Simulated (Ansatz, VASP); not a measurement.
BN in VASP and in Ansatz

File INCAR:

```
  ALGO = Normal
  EDIFF = 1E-7
  ENCUT = 520
  GGA = PS
  ISIF = 2
  ISMEAR = -1
  LASPH = True
  LCHARG = True
  LELF = True
  LREAL = False
  LVHAR = True
  LWAVE = False
  NBANDS = 16
  NELM = 80
  PREC = Accurate
  SIGMA = 0.03
```

Contents of KPOINTS:

```
k-points
0
Gamma
  11 11 4
```

POSCAR

```
BN
1.0
    2.5039917043      0.0250399170      0.0250399170
   -1.2303106479      2.1560004683      0.0091652458
    0.0666120000      0.0666120000      6.6612000000
B N
2 2
Direct
    0.3333333333      0.6666666667      0.2500000000
    0.6666666667      0.3333333333      0.7500000000
    0.3333333333      0.6666666667      0.7500000000
    0.6666666667      0.3333333333      0.2500000000
```

Input for Ansatz:

```yaml
crystal:
  lattice:
    - [2.5039917043, 0.025039917, 0.025039917]
    - [-1.2303106479, 2.1560004683, 0.0091652458]
    - [0.066612, 0.066612, 6.6612]
  atoms:
    - { symbol: B, position: [0.3333333333, 0.6666666667, 0.25] }
    - { symbol: B, position: [0.6666666667, 0.3333333333, 0.75] }
    - { symbol: "N", position: [0.3333333333, 0.6666666667, 0.75] }
    - { symbol: "N", position: [0.6666666667, 0.3333333333, 0.25] }
kpoints:
  mp_grid: { grid: [11, 11, 4] }
  band_path:
    path:
      - [0.0, 0.0, 0.0]
      - [0.0, -0.5, 0.0]
      - [0.0, 0.0, 0.5]
      - [0.0, 0.0, 0.0]
      - [-0.5, 0.0, 0.0]
      - [-0.5, 0.5, -0.5]
      - [0.0, 0.0, 0.0]
      - [-0.5, 0.0, -0.5]
      - [-0.5, 0.5, 0.0]
    npoints: 5
scf:
  occupations: { method: fermi_dirac, width: 0.03 }
hamiltonian:
  xc: pbesol
  pseudopotentials: { kind: all_electron, lapw: { basis_error: 0.0005 } }
output:
  forces: true
  stress: true
  eigenvalues: true
```

Change from the starting cell: equal xy, yz and zx shear strains of +2 %.

Alike in both runs: task single point; functional PBEsol; k mesh 11 × 11 × 4; occupations fermi-dirac, width 0.03 eV; no spin polarisation.

```csv
,VASP,Ansatz
version,VASP 6.6.1,Ansatz 0.2.0
potentials or method,"VASP PAW PBE potentials, release 64 (B, N), cutoff 520 eV","all-electron LAPW, scalar-relativistic"
```

VASP gave:

- gap on the k mesh at the Fermi level (eV): 4.15
- pressure (GPa): 0.8
- traceless stress, the component that is largest in VASP (GPa): -7.50
- rms of the force components (eV/Å): 0.152

**Question.** Estimate Ansatz's values.

**Answer.** gap on the k mesh at the Fermi level (eV): 4.15; pressure (GPa): 0.5; traceless stress, the component that is largest in VASP (GPa): -7.47; rms of the force components (eV/Å): 0.151.

VASP's potentials were made for PBE, not for PBEsol. Atom by atom the forces differ by 0.002 eV/Å (rms over components). Ansatz ran all-electron here, and VASP with PAW potentials.
